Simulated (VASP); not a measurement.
The system is TiO2.

```
Ti O
1.0
     4.54535    0.00000    0.00000
     0.00000    5.51962    0.00000
     0.00000    0.00000    4.90920
Ti O
4 8
Direct
  0.00000 0.17299 0.75000
  0.50000 0.32701 0.25000
  0.00000 0.82701 0.25000
  0.50000 0.67299 0.75000
  0.27145 0.38172 0.91865
  0.77145 0.11828 0.08135
  0.22855 0.11828 0.41865
  0.72855 0.38172 0.58135
  0.27145 0.61828 0.41865
  0.77145 0.88172 0.58135
  0.22855 0.88172 0.91865
  0.72855 0.61828 0.08135
```

Base run:

```yaml
Program: VASP 6.6.1
Functional: PBE
Potentials_or_basis: VASP PAW PBE potentials, release 64 (Ti_sv, O)
Cutoff: 520 eV
k_mesh: 6 × 5 × 6
Occupations: fermi-dirac, width 0.05 eV
Spin: no spin polarisation
Hubbard_terms: Ti d U = 5.0 eV
```

Its results: band gap on the k mesh 3.21 eV, indirect (least direct gap 3.30 eV); pressure 14.6 GPa; largest force 0.679 eV/Å.

Q: The run is repeated on the same cell with these changes: hubbard terms from Ti d U = 5.0 eV to none. What comes out?

A: Band gap on the k mesh 2.60 eV, indirect (least direct gap 2.65 eV); pressure 4.8 GPa; largest force 0.086 eV/Å.

The U term pushes filled and empty states of the shell apart.

A k mesh can miss the band edges.
